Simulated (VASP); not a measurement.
Runs of VASP 6.6.1 on Rb2Cd. The structure is that of space group Fd-3m (No. 227), or close to it. The cells are those of the table. 

| task | cell | k mesh | cutoff (eV) | gap on the mesh (eV) | pressure (GPa) |
| --- | --- | --- | --- | --- | --- |
| single point | a = 8.556 Å, angles 60.0°, 6 atoms | 4 × 4 × 4 | 520 | none | 0.1 |
| single point | a = 6.711 Å, angles 60.0°, 6 atoms | 4 × 4 × 4 | 520 | none | (a) |
| relaxation of cell and atoms | relaxed from a = 6.711 Å, angles 60.0°, 6 atoms | 4 × 4 × 4 | 600 | none | 0.0 |
| single point | a = 8.556 Å, angles 60.0°, 6 atoms | 6 × 6 × 6 | 520 | none | 0.0 |

Alike in all rows: level PBE; potentials or basis VASP PAW PBE potentials, release 64 (Rb_sv, Cd); no spin polarisation; smearing gaussian 0.1 eV.

Fill in the values left out.

(a) 4.5.

Caveats: the cell stands under pressure (at least some runs).

A k mesh can miss the band edges, and the runs leave out spin-orbit coupling on Cd, Rb.

A gap of «none» marks levels without a gap at the run's occupations.
